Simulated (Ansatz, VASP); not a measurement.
**One calculation of GaN, two programs**

The input INCAR:

```
PREC     = Accurate       # precision mode
ENCUT    = 520            # plane-wave cutoff, eV
EDIFF    = 1E-7           # SCF threshold, eV
ISMEAR   = -1             # smearing method
SIGMA    = 0.05           # smearing width, eV
LREAL    = F              # projectors in reciprocal space
LASPH    = T              # aspherical terms in the spheres
NELM     = 60             # most SCF steps
ALGO     = Normal         # electronic algorithm
ISIF     = 2              # what is computed and relaxed
LWAVE    = F              # write WAVECAR
LCHARG   = F              # write CHGCAR
GGA      = RE             # functional
NBANDS   = 26             # bands
```

The input KPOINTS:

```
Automatic mesh
0
Gamma
  10 10 5
```

The input POSCAR:

```
GaN
1.0
    3.2218469041      0.0000000000      0.0000000000
   -1.6109234521      2.7902012661      0.0000000000
    0.0000000000      0.0000000000      5.2339814801
Ga N
2 2
Direct
    0.6666666667      0.3333333333      0.5000000000
    0.3333333333      0.6666666667      0.0000000000
    0.6666666667      0.3333333333      0.8750000000
    0.3333333333      0.6666666667      0.3750000000
```

input.yaml

```yaml
crystal:
  lattice:
    - [3.2218469041, 0.0, 0.0]
    - [-1.6109234521, 2.7902012661, 0.0]
    - [0.0, 0.0, 5.2339814801]
  atoms:
    - { symbol: Ga, position: [0.6666666667, 0.3333333333, 0.5] }
    - { symbol: Ga, position: [0.3333333333, 0.6666666667, 0.0] }
    - { symbol: "N", position: [0.6666666667, 0.3333333333, 0.875] }
    - { symbol: "N", position: [0.3333333333, 0.6666666667, 0.375] }
hamiltonian:
  xc: revpbe
  pseudopotentials: { kind: paw }
kpoints:
  mp_grid: { grid: [10, 10, 5] }
scf:
  occupations: { method: fermi_dirac, width: 0.05 }
output:
  forces: true
  stress: true
  eigenvalues: true
  write_density: true
  write_potential: true
  elf: true
  volumetric_format: npy
```

Alike in both runs: task single point; functional revPBE; k mesh 10 × 10 × 5; occupations fermi-dirac, width 0.05 eV; no spin polarisation.

```csv
,VASP,Ansatz
version,VASP 6.6.1,Ansatz 0.2.0
potentials or method,"VASP PAW PBE potentials, release 64 (Ga_d, N)",Ansatz PAW
plane-wave cutoff (eV),520,420
valence electrons in the cell,36,36
```

Ansatz gave:

```
gap on the k mesh at the Fermi level (eV)                     : 1.73
least direct gap on the mesh (eV)                             : 1.73
pressure (GPa)                                                : 2.8
traceless stress, the component that is largest in VASP (GPa) : 1.20
rms of the force components (eV/Å)                            : 0.075
```

Q: Estimate VASP's values.

A: gap on the k mesh at the Fermi level (eV): 1.75; least direct gap on the mesh (eV): 1.75; pressure (GPa): 2.7; traceless stress, the component that is largest in VASP (GPa): 1.21; rms of the force components (eV/Å): 0.073.

VASP's potentials were made for PBE, not for revPBE. Atom by atom the forces differ by 0.001 eV/Å (rms over components).

Noted on Ansatz's run: odd divisions of the mesh miss points on the zone boundary, where band edges often lie, so the gap on the mesh can be too wide.
